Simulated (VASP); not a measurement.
# Pb (Im-3m) in VASP: further runs, part 3 of 3

VASP 6.6.1.

## (4) Single point, HSE06

POSCAR

```
Pb
1.0
   -1.9796595667      1.9796595667      1.9796595667
    1.9796595667     -1.9796595667      1.9796595667
    1.9796595667      1.9796595667     -1.9796595667
Pb
1
Direct
    0.0000000000      0.0000000000      0.0000000000
```

INCAR.step1

```
SYSTEM = Pb
  PREC = Accurate
  ENCUT = 520
  EDIFF = 1E-5
  ISMEAR = -1
  SIGMA = 0.05
  LREAL = .False.
  LASPH = .True.
  NELM = 60
  ALGO = Normal
  ISIF = 2
  LWAVE = .True.
  LCHARG = .False.
  GGA = PE
  NBANDS = 13
```

INCAR.step2

```
SYSTEM = Pb
  PREC = Accurate
  ENCUT = 520
  EDIFF = 1E-6
  ISMEAR = -1
  SIGMA = 0.05
  LREAL = .False.
  LASPH = .True.
  NELM = 60
  ALGO = Normal
  ISIF = 2
  LWAVE = .False.
  LCHARG = .False.
  GGA = PE
  LHFCALC = .True.
  HFSCREEN = 0.2079
  PRECFOCK = Normal
  ISTART = 1
  NBANDS = 13
```

KPOINTS

```
Automatic mesh
0
Gamma
  5 5 5
  0 0 0
```

Potentials or basis: VASP PAW PBE potentials, release 64 (Pb_d).

The run is started by

```sh
$ cat potpaw_PBE.64/Pb_d/POTCAR > POTCAR
$ cp INCAR.step1 INCAR
$ mpirun -np 1 vasp_std > vasp.out
$ cp INCAR.step2 INCAR
$ mpirun -np 1 vasp_std > vasp.out
```

OUTCAR:

```text
SYSTEM = Pb
   PREC = Accurate
   ENCUT = 520
   EDIFF = 1E-6
   ISMEAR = -1
   LREAL = .False.
   LASPH = .True.
   NELM = 60
   ISIF = 2
   GGA = PE
   LHFCALC = .True.
   HFSCREEN = 0.2079
   PRECFOCK = Normal
   ISTART = 1

 ion  position               nearest neighbor table
   1  0.000  0.000  0.000-

  LATTYP: Found a body centered cubic cell.
 ALAT       =     3.9593191334

  Lattice vectors:

 A1 = (  -1.9796595667,   1.9796595667,   1.9796595667)
 A2 = (   1.9796595667,  -1.9796595667,   1.9796595667)
 A3 = (   1.9796595667,   1.9796595667,  -1.9796595667)

Analysis of symmetry for initial positions (statically):
=====================================================================
 Subroutine PRICEL returns:
 Original cell was already a primitive cell.

 Routine SETGRP: Setting up the symmetry group for a
 body centered cubic supercell.

 Subroutine GETGRP returns: Found 48 space group operations
 (whereof 48 operations were pure point group operations)
 out of a pool of 48 trial point group operations.

The static configuration has the point symmetry O_h .

Analysis of symmetry for dynamics (positions and initial velocities):
=====================================================================
 Subroutine PRICEL returns:
 Original cell was already a primitive cell.

 Routine SETGRP: Setting up the symmetry group for a
 body centered cubic supercell.

 Subroutine GETGRP returns: Found 48 space group operations
 (whereof 48 operations were pure point group operations)
 out of a pool of 48 trial point group operations.

The dynamic configuration has the point symmetry O_h .

 Subroutine INISYM returns: Found 48 space group operations
 (whereof 48 operations are pure point group operations),
 and found     1 'primitive' translations

[... 109 lines left out ...]
   AEXX    =    0.2500 exact exchange contribution
   HFSCREEN=    0.2079 screening length (either q_TF or 0.3 A-1)
   HFSCREENC=   0.2079 screening length for correlation (either q_TF or 0.3 A-1)
   ENCUTFOCK=  -1.0 apply spherical cutoff to Coloumb kernel
   IVDW    =     0    specifies the selected vdW correction
   LEPSILON=     F    determine dielectric tensor
   LRPA    =     F    only Hartree local field effects (RPA)
 non-spin polarized calculation
  energy-cutoff  :      520.00
  volume of cell :       31.03
 maximum number of plane-waves:       887
 NGX is ok and might be reduce to    28
  NGX = 20; NGY = 20; NGZ = 20

 number of electron      14.0000002 magnetization

 Free energy of the ion-electron system (eV)
  ---------------------------------------------------
  ext. energy  EPLUGINS =         0.00000000
  ---------------------------------------------------
  free energy    TOTEN  =        -3.96976570 eV

  energy without entropy =       -3.95973767  energy(sigma->0) =       -3.96475169

 E-fermi :   7.1485     XC(G=0):  -8.3488

 val. band max:        7.0854392181   @ k =  -0.4000   0.4000   0.4000
 cond. band min:       7.2801989195   @ k =   0.4000   0.2000   0.0000
 fundamental gap:      0.1947597014
 Fermi energy:         7.1484667241

 k-point     1 :       0.0000    0.0000    0.0000
  band No.  band energies     occupation
      1     -12.0415      2.00000
      2     -12.0415      2.00000
      3     -12.0415      2.00000
      4     -11.8078      2.00000
      5     -11.8078      2.00000
      6      -5.9495      2.00000
      7      15.1849      0.00000
      8      15.1849      0.00000
      9      15.1849      0.00000
     10      18.7905      0.00000
     11      18.7905      0.00000
     12      18.7905      0.00000
     13      19.3362      0.00000
[... 130 lines left out ...]
  band No.  band energies     occupation
      1     -12.0691      2.00000
      2     -12.0434      2.00000
      3     -11.7419      2.00000
      4     -11.7419      2.00000
      5     -11.7285      2.00000
      6       0.2206      2.00000
      7       6.3636      2.00000
      8       7.0854      1.55824
      9       7.0854      1.55824
     10      12.1123      0.00000
     11      14.1358      0.00000
     12      23.7118      0.00000
     13      25.0917      0.00000

------------------------ aborting loop because EDIFF is reached ----------------------------------------

  FORCE on cell =-STRESS in cart. coord.  units (eV):
  Direction    XX          YY          ZZ          XY          YZ          ZX
  --------------------------------------------------------------------------------------
  -------------------------------------------------------------------------------------
  Total        0.3085120      0.3085120      0.3085120     -0.0000000     -0.0000000     -0.0000000
  in kB       15.9276292     15.9276292     15.9276292     -0.0000000     -0.0000000     -0.0000000
  external PRESSURE =      15.9276292 kB  Pullay stress =       0.0000000 kB

 VOLUME and BASIS-vectors are now :
 -----------------------------------------------------------------------------
  energy-cutoff  :      520.00
  volume of cell :       31.03
      direct lattice vectors                 reciprocal lattice vectors
    -1.979659567  1.979659567  1.979659567     0.000000000  0.252568678  0.252568678
     1.979659567 -1.979659567  1.979659567     0.252568678  0.000000000  0.252568678
     1.979659567  1.979659567 -1.979659567     0.252568678  0.252568678  0.000000000

 POSITION                                       TOTAL-FORCE (eV/Angst)
 -----------------------------------------------------------------------------------
      0.00000      0.00000      0.00000        -0.000000      0.000000     -0.000000
 -----------------------------------------------------------------------------------
    total drift:                                0.000000      0.000001     -0.000001

  FREE ENERGIE OF THE ION-ELECTRON SYSTEM (eV)
  ---------------------------------------------------
  free  energy   TOTEN  =        -3.9697657002 eV

  energy  without entropy=       -3.9597376723  energy(sigma->0) =       -3.96475169
```

OUTCAR.step1:

```text
SYSTEM = Pb
   PREC = Accurate
   ENCUT = 520
   EDIFF = 1E-5
   ISMEAR = -1
   LREAL = .False.
[... 361 lines left out ...]
 -----------------------------------------------------------------------------------
      0.00000      0.00000      0.00000        -0.000000     -0.000000      0.000000
 -----------------------------------------------------------------------------------
    total drift:                               -0.000000     -0.000000     -0.000000

  FREE ENERGIE OF THE ION-ELECTRON SYSTEM (eV)
  ---------------------------------------------------
  free  energy   TOTEN  =        -3.4614468386 eV

  energy  without entropy=       -3.4460117488  energy(sigma->0) =       -3.45372929
```

OSZICAR.step1:

```text
N       E                     dE             d eps       ncg     rms          rms(c)
DAV:   1     0.106233863192E+03    0.10623E+03   -0.68281E+03   260   0.125E+03
DAV:   2     0.230019051145E+01   -0.10393E+03   -0.99730E+02   270   0.315E+02
DAV:   3    -0.332822054113E+01   -0.56284E+01   -0.56078E+01   330   0.775E+01
DAV:   4    -0.346419482731E+01   -0.13597E+00   -0.13593E+00   308   0.126E+01
DAV:   5    -0.347038815131E+01   -0.61933E-02   -0.61931E-02   358   0.253E+00    0.506E-01
DAV:   6    -0.346307053268E+01    0.73176E-02   -0.10451E-02   328   0.182E+00    0.246E-01
DAV:   7    -0.346146798327E+01    0.16025E-02   -0.43911E-03   325   0.108E+00    0.773E-02
DAV:   8    -0.346144900148E+01    0.18982E-04   -0.31825E-04   335   0.262E-01    0.822E-03
DAV:   9    -0.346144683864E+01    0.21628E-05   -0.44361E-06   170   0.351E-02
   1 F= -.34614468E+01 E0= -.34537293E+01  d E =-.154351E-01
```

Run time: 3.7 min. Hardware: 1 thread of Intel Xeon 6975P-C (Granite Rapids), shared host; peak memory 0.26 GiB.

What came out:

```yaml
Free_energy: -3.9698 eV
Pressure: 1.6 GPa
Band_gap_on_the_k_mesh: zero (band 7 reaches 15.18 eV, above the bottom of band 8 at 5.14 eV)
```

Caveat: the k points lie up to 0.45 Å⁻¹ apart; the PAW data sets were made with another functional, which shifts forces and pressure a little; spin-orbit coupling is left out, which moves the levels of the heavy elements.

## (5) Single point, HSE06

This run uses another cell than the first one, of 32.16 Å³/atom, 1.036 times its volume.

POSCAR

```
Pb
1.0
   -2.0032900100      2.0032900100      2.0032900100
    2.0032900100     -2.0032900100      2.0032900100
    2.0032900100      2.0032900100     -2.0032900100
Pb
1
Direct
    0.0000000000      0.0000000000      0.0000000000
```

INCAR.step1

```
SYSTEM = Pb
PREC = Accurate ; ENCUT = 520
EDIFF = 1E-5 ; ISMEAR = -1
SIGMA = 0.05 ; LREAL = .False.
LASPH = .True. ; NELM = 60
ALGO = Normal ; ISIF = 2
LWAVE = .True. ; LCHARG = .False.
GGA = PE ; NBANDS = 13
```

INCAR.step2

```
SYSTEM = Pb
PREC = Accurate ; ENCUT = 520
EDIFF = 1E-7 ; ISMEAR = -1
SIGMA = 0.05 ; LREAL = .False.
LASPH = .True. ; NELM = 60
ALGO = Normal ; ISIF = 2
LWAVE = .False. ; LCHARG = .False.
GGA = PE ; LHFCALC = .True.
HFSCREEN = 0.2079 ; PRECFOCK = Normal
ISTART = 1 ; NBANDS = 13
```

KPOINTS

```
regular mesh
0
Gamma
  5 5 5
  0 0 0
```

The run is started by

```sh
$ cat potpaw_PBE.64/Pb_d/POTCAR > POTCAR
$ cp INCAR.step1 INCAR
$ mpirun -np 1 vasp_std > vasp.out
$ cp INCAR.step2 INCAR
$ mpirun -np 1 vasp_std > vasp.out
```

Run time: 4.6 min. Hardware: 1 thread of Intel Xeon 6975P-C (Granite Rapids), shared host; peak memory 0.26 GiB.

The run converged. Its results:

```yaml
Free_energy: -3.9758 eV
Pressure: 0.0 GPa
Band_gap_on_the_k_mesh: zero (band 7 reaches 14.48 eV, above the bottom of band 8 at 4.85 eV)
```

Levels at points of the mesh, in eV from the Fermi level:
```tsv
k point	band 5	band 6	band 7	band 8	band 9	band 10
(0.00, 0.00, 0.00)	-18.98	-12.86	7.70	7.70	7.70	11.55
```

Caveat: the k points lie up to 0.44 Å⁻¹ apart; the PAW data sets were made with another functional, which shifts forces and pressure a little; spin-orbit coupling is left out, which moves the levels of the heavy elements.

## (6) Overview

| level | cell | k mesh | cutoff (eV) | smearing | grid for exact exchange (PRECFOCK) | share of exact exchange | screening parameter | gap on the mesh (eV) | pressure (GPa) |
| --- | --- | --- | --- | --- | --- | --- | --- | --- | --- |
| PBE-based screened hybrid | a = 3.429 Å, angles 109.5°, 1 atom | 5 × 5 × 5 | 520 | fermi-dirac 0.05 eV | Normal | 0.25 | 0.3 1/Å | none | 1.8 |
| PBE | a = 3.429 Å, angles 109.5°, 1 atom | 9 × 9 × 9 | 500 | gaussian 0.012 eV | - | - | - | none | 0.7 |
| HSE06 | a = 3.429 Å, angles 109.5°, 1 atom | 5 × 5 × 5 | 520 | fermi-dirac 0.05 eV | Normal | - | 0.2079 1/Å | none | 1.6 |
| HSE06 | a = 3.470 Å, angles 109.5°, 1 atom | 5 × 5 × 5 | 520 | fermi-dirac 0.05 eV | Normal | - | 0.2079 1/Å | none | 0.0 |

Alike in all rows: task single point; potentials or basis VASP PAW PBE potentials, release 64 (Pb_d); no spin polarisation.

Caveats: some runs use coarse meshes; spin-orbit coupling is left out, which moves the levels of the heavy elements; the PAW data sets were made with another functional, which shifts forces and pressure a little (some runs).

Total energies depend on the potentials used, so only differences within one code and one set of settings carry meaning.
